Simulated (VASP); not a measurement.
A run of VASP 6.6.1:

INCAR

```
SYSTEM = Mg2ZnO3
PREC = Accurate
ENCUT = 520
EDIFF = 1E-6
ISMEAR = 0
SIGMA = 0.05
LREAL = .False.
LASPH = .True.
NELM = 60
ALGO = Normal
ISIF = 2
LWAVE = .False.
LCHARG = .True.
LELF = .True.
LVHAR = .True.
NBANDS = 26
```

Contents of KPOINTS:

```
regular mesh
0
Gamma
  12 12 4
  0 0 0
```

Contents of POSCAR:

```
Mg2ZnO3
1.0
    2.9587961137      0.0000000000      0.0000000000
   -1.4793980569      2.5623925991      0.0000000000
    0.0000000000      0.0000000000      7.2124455117
Mg Zn O
2 1 3
Direct
    0.3333333333      0.6666666667      0.6662667260
    0.6666666667      0.3333333333      0.3337332740
    0.0000000000      0.0000000000      0.0000000000
    0.3333333333      0.6666666667      0.1711569406
    0.6666666667      0.3333333333      0.8288430594
    0.0000000000      0.0000000000      0.5000000000
```

Potentials or basis: VASP PAW LDA potentials, release 64 (Mg, Zn, O).

Run with:

```sh
$ cat potpaw_LDA.64/Mg/POTCAR potpaw_LDA.64/Zn/POTCAR potpaw_LDA.64/O/POTCAR > POTCAR
$ mpirun -np 1 vasp_std > vasp.out
```

Hardware: 1 thread of AMD EPYC 7R13, on a shared host.

Problem. Estimate the wall time of this run.

Solution. Run time: 3.5 min on 1 thread of AMD EPYC 7R13, on a shared host, peak memory 0.2 GiB. Counts: scf iterations 14, k points 69.
